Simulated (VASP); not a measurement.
Input of a VASP 6.6.1 run:

File INCAR:

```
SYSTEM = FeNi
PREC = Accurate
ENCUT = 520
EDIFF = 1E-6
ISMEAR = 1
SIGMA = 0.3
LREAL = .False.
LASPH = .True.
NELM = 150
ALGO = Normal
ISIF = 2
LWAVE = .False.
LCHARG = .False.
ISPIN = 2
MAGMOM = 4.5 2
LORBIT = 11
LMAXMIX = 4
NBANDS = 20
```

KPOINTS

```
regular mesh
0
Gamma
  13 13 9
  0 0 0
```

File POSCAR:

```
FeNi
1.0
    2.5330000000      0.0000000000      0.0000000000
    0.0000000000      2.5330000000      0.0000000000
    0.0000000000      0.0000000000      3.5820000000
Fe Ni
1 1
Direct
    0.0000000000      0.0000000000      0.0000000000
    0.5000000000      0.5000000000      0.5000000000
```

Potentials or basis: VASP PAW LDA potentials, release 64 (Fe, Ni).

Launch:

```console
$ cat potpaw_LDA.64/Fe/POTCAR potpaw_LDA.64/Ni/POTCAR > POTCAR
$ mpirun -np 1 vasp_std > vasp.out
```

Question: Predict the site moments.

Answer: Fe +2.56; Ni +0.63 μB.

Question: Estimate the pressure.

Answer: -19.7 GPa.

Stress tensor (GPa, compression positive):
```
-20.06   0.00   0.00
  0.00 -20.06   0.00
  0.00   0.00 -18.85
```
